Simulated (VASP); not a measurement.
# W (R-3m) in VASP: single point with PBE

Aim: the single point of W with PBE.

Everything below comes from runs of VASP 6.6.1. Logs are shortened: lines on timing, memory, paths and dates and some standing lists are left out, and cuts for length are marked.

### Step 1. The cell of the first run

The structure is trigonal, space group R-3m (No. 166). The conventional cell has a = 2.795 Å, b = 2.795 Å, c = 7.316 Å, α = 90.00°, β = 90.00°, γ = 120.00°. W (site symmetry -3m) has 12 W at 2.79 to 2.92 Å within 3.7 Å.

### Step 2. Single point, PBE

The input, INCAR:

```
SYSTEM = W
ALGO = Fast
EDIFF = 1E-6
ENCUT = 520
GGA = PE
ISIF = 2
ISMEAR = 0
LASPH = .TRUE.
LCHARG = .FALSE.
LREAL = .FALSE.
LWAVE = .FALSE.
NBANDS = 28
NELM = 100
PREC = Accurate
SIGMA = 0.1
```

The input, KPOINTS:

```
k-points
0
G
  30 30 12
  0 0 0
```

The input, POSCAR:

```
W
1.0
    2.7945458184      0.0000000000      0.0000000000
   -1.3972729092      2.4201476707      0.0000000000
    0.0000000000      0.0000000000      7.3158544424
W
3
Direct
    0.0000000000      0.0000000000      0.0000000000
    0.3333333333      0.6666666667      0.3333333333
    0.6666666667      0.3333333333      0.6666666667
```

Potentials or basis: VASP PAW PBE potentials, release 64 (W_sv).

Run with:

```console
$ cat potpaw_PBE.64/W_sv/POTCAR > POTCAR
$ mpirun -np 1 vasp_std > vasp.out
```

OUTCAR:

```text
SYSTEM = W
   EDIFF = 1E-6
   ENCUT = 520
   GGA = PE
   ISIF = 2
   ISMEAR = 0
   LASPH = .TRUE.
   LREAL = .FALSE.
   NELM = 100
   PREC = Accurate

 ion  position               nearest neighbor table
   1  0.000  0.000  0.000-   2 2.92   3 2.92   2 2.92   3 2.92   3 2.92   2 2.92
   2  0.333  0.667  0.333-   1 2.92   1 2.92   1 2.92   3 2.92   3 2.92   3 2.92
   3  0.667  0.333  0.667-   1 2.92   1 2.92   1 2.92   2 2.92   2 2.92   2 2.92

  LATTYP: Found a hexagonal cell.
 ALAT       =     2.7945458184
 C/A-ratio  =     2.6179046320

  Lattice vectors:

 A1 = (   2.7945458184,   0.0000000000,   0.0000000000)
 A2 = (  -1.3972729092,   2.4201476707,   0.0000000000)
 A3 = (   0.0000000000,   0.0000000000,   7.3158544424)

Analysis of symmetry for initial positions (statically):
=====================================================================
 Subroutine PRICEL returns following result:

  LATTYP: Found a trigonal (rhomboedric) cell.
 ALAT       =     2.9240418222
 COS(alpha) =     0.5433059921

  Lattice vectors:

 A1 = (   1.3972729091,  -0.8067158902,   2.4386181472)
 A2 = (  -0.0000000001,   1.6134317805,   2.4386181472)
 A3 = (  -1.3972729089,  -0.8067158904,   2.4386181480)

   3 primitive cells build up your supercell.

 Routine SETGRP: Setting up the symmetry group for a
 hexagonal supercell.

 Subroutine GETGRP returns: Found 12 space group operations
 (whereof 12 operations were pure point group operations)
 out of a pool of 24 trial point group operations.

The static configuration has the point symmetry D_3d.

Analysis of symmetry for dynamics (positions and initial velocities):
=====================================================================
 Subroutine PRICEL returns following result:

  LATTYP: Found a trigonal (rhomboedric) cell.
 ALAT       =     2.9240418222
 COS(alpha) =     0.5433059921

  Lattice vectors:

 A1 = (   1.3972729091,  -0.8067158902,   2.4386181472)
 A2 = (  -0.0000000001,   1.6134317805,   2.4386181472)
 A3 = (  -1.3972729089,  -0.8067158904,   2.4386181480)

   3 primitive cells build up your supercell.

 Routine SETGRP: Setting up the symmetry group for a
 hexagonal supercell.

[... 95 lines left out ...]
   ICHARG =      2    charge: 1-file 2-atom 10-const
   ISPIN  =      1    spin polarized calculation?
   LNONCOLLINEAR =      F non collinear calculations
   LSORBIT =      F    spin-orbit coupling
   LASPH  =      T    aspherical Exc in radial PAW
   ENCUT  =  520.0 eV  38.22 Ry    6.18 a.u.   5.20  5.20 13.60*2*pi/ulx,y,z
   NELM   =    100;   NELMIN=  2; NELMDL= -5     # of ELM steps
   EDIFF  = 0.1E-05   stopping-criterion for ELM
   LREAL  =      F    real-space projection
   EDIFFG = 0.1E-04   stopping-criterion for IOM
   NSW    =      0    number of steps for IOM
   IBRION =     -1    ionic relax: 0-MD 1-quasi-New 2-CG
   NFREE  =      0    steps in history (QN), initial steepest desc. (CG)
   ISIF   =      2    stress and relaxation
   ISYM   =      2    0-nonsym 1-usesym 2-fastsym
   POTIM  = 0.5000    time-step for ionic-motion
   TEBEG  =    0.0;   TEEND  =   0.0 temperature during run
   PSTRESS=    0.0 pullay stress
   NELECT =      42.0000    total number of electrons
   NUPDOWN=      -1.0000    fix difference up-down
   EMIN   =  10.00;   EMAX   =-10.00  energy-range for DOS
   EFERMI =   0.00;   METHOD = LEGACY
   ISMEAR =     0;   SIGMA  =   0.10  broadening in eV -4-tet -1-fermi 0-gaus
   EFERMI_NEDOS =   21; number of points for ismear=-14 and -15
   IALGO  =     68    algorithm
   IMIX   =      4    mixing-type and parameters
     AMIX     =   0.40;   BMIX     =  1.00
     AMIX_MAG =   1.60;   BMIX_MAG =  1.00
  volume/ion in A,a.u.               =      16.49       111.30
  Fermi-wavevector in a.u.,A,eV,Ry     =   1.550072  2.929211 32.691034  2.402723
  Thomas-Fermi vector in A             =   2.654788
   LORBIT       =      0    0 simple, 1 ext, 2 COOP (PROOUT), +10 PAW based schemes
   GGA     = PE    functional components
   LHFCALC =     F    Hartree Fock is set to
   AEXX    =    0.0000 exact exchange contribution
   IVDW    =     0    specifies the selected vdW correction
   LEPSILON=     F    determine dielectric tensor
   LRPA    =     F    only Hartree local field effects (RPA)
 non-spin polarized calculation
 RMM-DIIS sequential band-by-band and
 Gauss-broadening in eV      SIGMA  =   0.10
  energy-cutoff  :      520.00
  volume of cell :       49.48
 maximum number of plane-waves:      1359
 NGX is ok and might be reduce to    24
   NGX = 11   NGY = 11   NGZ = 27

 number of electron      42.0000007 magnetization

 Free energy of the ion-electron system (eV)
  ---------------------------------------------------
  ext. energy  EPLUGINS =         0.00000000
  ---------------------------------------------------
  free energy    TOTEN  =       -37.46494103 eV

  energy without entropy =      -37.45101310  energy(sigma->0) =      -37.45797706

 E-fermi :  10.5018     XC(G=0): -13.4037

 val. band max:       10.5005235368   @ k =   0.1667   0.0000   0.4167
 cond. band min:      10.5020146733   @ k =  -0.0667   0.4333   0.1667
 fundamental gap:      0.0014911365
 Fermi energy:        10.5017911501

 k-point     1 :       0.0000    0.0000    0.0000
  band No.  band energies     occupation
      1     -63.2693      2.00000
      2     -63.2118      2.00000
      3     -63.2118      2.00000
      4     -27.7673      2.00000
      5     -27.7673      2.00000
      6     -27.0431      2.00000
[... 733 lines left out ...]
     27      13.9576      0.00000
     28      14.7244      0.00000

 [... further k-points ...]

------------------------ aborting loop because EDIFF is reached ----------------------------------------

  FORCE on cell =-STRESS in cart. coord.  units (eV):
  Direction    XX          YY          ZZ          XY          YZ          ZX
  --------------------------------------------------------------------------------------
  -------------------------------------------------------------------------------------
  Total        0.2472965      0.2472965      0.0343637      0.0000000     -0.0000000      0.0000000
  in kB        8.0077490      8.0077490      1.1127356      0.0000000     -0.0000000      0.0000000
  external PRESSURE =       5.7094112 kB  Pullay stress =       0.0000000 kB

 VOLUME and BASIS-vectors are now :
 -----------------------------------------------------------------------------
  energy-cutoff  :      520.00
  volume of cell :       49.48
      direct lattice vectors                 reciprocal lattice vectors
     2.794545818  0.000000000  0.000000000     0.357839901  0.206598963  0.000000000
    -1.397272909  2.420147671  0.000000000     0.000000000  0.413197927  0.000000000
     0.000000000  0.000000000  7.315854442     0.000000000  0.000000000  0.136689434

 POSITION                                       TOTAL-FORCE (eV/Angst)
 -----------------------------------------------------------------------------------
      0.00000      0.00000      0.00000        -0.000000      0.000000      0.000000
     -0.00000      1.61343      2.43862         0.000000      0.000000      0.000000
      1.39727      0.80672      4.87724        -0.000000     -0.000000     -0.000000
 -----------------------------------------------------------------------------------
    total drift:                               -0.000000      0.000000     -0.000000

  FREE ENERGIE OF THE ION-ELECTRON SYSTEM (eV)
  ---------------------------------------------------
  free  energy   TOTEN  =       -37.4649410332 eV

  energy  without entropy=      -37.4510130952  energy(sigma->0) =      -37.45797706
```

It took 45 min on 1 thread of Oxide Virtual Turin-like, shared host; peak memory 0.96 GiB.

What came out:

```yaml
Free_energy: -37.4649 eV
Pressure: 0.6 GPa
Band_gap_on_the_k_mesh: zero (bands 21 and 22 overlap by 1.24 eV)
```

Levels at points of the mesh, in eV from the Fermi level:
```tsv
k point	band 18	band 19	band 20	band 21	band 22	band 23	band 24	band 25
(0.00, 0.00, 0.00)	-1.42	-0.35	-0.35	-0.35	-0.35	-0.29	-0.29	2.55
(0.50, 0.00, 0.00)	-2.39	-0.76	-0.76	0.57	0.57	2.96	4.71	5.57
(0.00, 0.00, 0.50)	-0.62	-0.62	-0.11	-0.10	-0.10	-0.10	-0.10	2.54
(0.50, 0.00, 0.50)	-1.51	-0.32	0.16	0.16	0.78	2.90	2.90	4.40
```

Caveat: spin-orbit coupling is left out, which moves the levels of the heavy elements.
